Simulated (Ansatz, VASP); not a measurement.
**TaSn: VASP beside Ansatz**

The input INCAR:

```
SYSTEM = TaSn
  ALGO = Normal
  EDIFF = 1E-7
  EDIFFG = -0.04
  ENCUT = 500
  GGA = PE
  GGA_COMPAT = .False.
  IBRION = 2
  ISIF = 3
  ISMEAR = 0
  LASPH = .True.
  LCHARG = .False.
  LREAL = .False.
  LWAVE = .False.
  NELM = 120
  NELMIN = 4
  NSW = 90
  PREC = Accurate
  SIGMA = 0.1
```

Contents of KPOINTS:

```
k-points
0
Gamma
  6 6 6
  0 0 0
```

File POSCAR:

```
TaSn
1.0
    0.0000000000      2.6841525900      2.6841525900
    2.6841525900      0.0000000000      2.6841525900
    2.6841525900      2.6841525900      0.0000000000
Ta Sn
1 1
Direct
    0.0000000000      0.0000000000      0.0000000000
    0.2500000000      0.2500000000      0.2500000000
```

Input for Ansatz:

```yaml
crystal:
  lattice:
    - [0.0, 2.68415259, 2.68415259]
    - [2.68415259, 0.0, 2.68415259]
    - [2.68415259, 2.68415259, 0.0]
  atoms:
    - { symbol: Ta, position: [0.0, 0.0, 0.0] }
    - { symbol: Sn, position: [0.25, 0.25, 0.25] }
basis:
  ecutwfc: 420
kpoints:
  mp_grid: { grid: [6, 6, 6] }
hamiltonian:
  xc: pbe
scf:
  occupations: { method: gaussian, width: 0.1 }
  lower_state_search: "off"
output:
  forces: true
  stress: true
  eigenvalues: true
relax:
  adjacent_minimum: "off"
  f_tol: 0.04
  max_steps: 70
  cell: { stress_tol: 0.4 }
```

Change from the starting cell: species swapped into the BAs type (F-43m, No. 216).

Alike in both runs: task relaxation of cell and atoms; functional PBE; k mesh 6 × 6 × 6; occupations gaussian, width 0.1 eV; no spin polarisation.

|  | VASP | Ansatz |
| --- | --- | --- |
| version | VASP 6.6.1 | Ansatz 0.2.0 |
| potentials or method | VASP PAW PBE potentials, release 64 (Ta_pv, Sn_d), cutoff 500 eV | scalar-relativistic, plane waves, PAW |
| valence electrons in the cell | 25 | 27 |

VASP gave:

* gap on the k mesh at the Fermi level, each at its own relaxed structure (eV): none
* relaxed volume (Å³/atom): 31.43
* relaxed cell length with the largest relative difference (Å): 4.463

Q: Estimate Ansatz's values.

A: gap on the k mesh at the Fermi level, each at its own relaxed structure (eV): none; relaxed volume (Å³/atom): 31.59; relaxed cell length with the largest relative difference (Å): 4.470.

A gap of «none» marks a metal or a gap that the smearing closes. VASP's potentials hold 25 valence electrons a cell and Ansatz's 27, so a difference there can come from the potentials and not from the codes.

Neither program's run includes spin-orbit coupling. Noted on VASP's run: the volume moved by over 15 % at a fixed basis, so the end points are rough.
